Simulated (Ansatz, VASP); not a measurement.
**One calculation of NiOs8PdPt2, two programs**

```
Ni Pd Os Pt
1.0
     4.12214    2.37829   -0.00144
     0.00303    4.74880    4.41213
     4.10572   -2.35252    4.39126
Ni Pd Os Pt
1 1 8 2
Direct
  0.95459 0.03455 0.71537
  0.53725 0.79836 0.45712
  0.03879 0.29245 0.95373
  0.04796 0.62809 0.62545
  0.04377 0.94709 0.28782
  0.55149 0.12302 0.12667
  0.95550 0.71428 0.03009
  0.45626 0.53983 0.20953
  0.45234 0.88902 0.87975
  0.44816 0.20914 0.54348
  0.53983 0.45823 0.79589
  0.96489 0.36558 0.37113
```

Alike in both runs: functional PBE; k mesh 5 × 4 × 4; occupations gaussian, width 0.1 eV; no spin polarisation.

Ansatz relaxed the structure, and its values are those at the end. VASP's run is a single point on that final structure, the one shown.

|  | VASP | Ansatz |
| --- | --- | --- |
| version | VASP 6.6.1 | Ansatz 0.2.0 |
| potentials or method | VASP PAW PBE potentials, release 64 (Ni, Pd, Os, Pt), cutoff 520 eV | scalar-relativistic, plane waves, PAW |
| valence electrons in the cell | 104 | 200 |

```csv
,VASP,Ansatz,Ansatz less VASP
gap on the k mesh at the Fermi level (eV),none,none,-
pressure (GPa),-0.4,-0.2,+0.25
rms of the force components (eV/Å),0.015,0.015,-0.0002
```

A gap of «none» marks a metal or a gap that the smearing closes. VASP's potentials hold 104 valence electrons a cell and Ansatz's 200, so a difference there can come from the potentials and not from the codes.

Neither program's run includes spin-orbit coupling.
